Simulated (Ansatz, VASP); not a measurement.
## Bi in VASP and in Ansatz

```
Bi
1.0
     3.27431    0.00000    0.00000
     0.00000    3.27431    0.00000
     0.00000    0.00000    3.27431
Bi
1
Direct
  0.50000 0.50000 0.50000
```

Alike in both runs: functional PBE; k mesh 16 × 16 × 16; occupations gaussian, width 0.1 eV; no spin polarisation.

Ansatz relaxed the structure, and its values are those at the end. VASP's run is a single point on that final structure, the one shown.

```csv
,VASP,Ansatz
version,VASP 6.6.1,Ansatz 0.2.0
potentials or method,"VASP PAW PBE potentials, release 64 (Bi_d), cutoff 520 eV","scalar-relativistic, plane waves, PAW"
valence electrons in the cell,15,15
```

```csv
,VASP,Ansatz,Ansatz less VASP
gap on the k mesh at the Fermi level (eV),none,none,-
pressure (GPa),0.0,0.0,+0.07
```

A gap of «none» marks a metal or a gap that the smearing closes. With one functional, cell and mesh, what is left measures potentials, basis and numerics.

Neither program's run includes spin-orbit coupling.
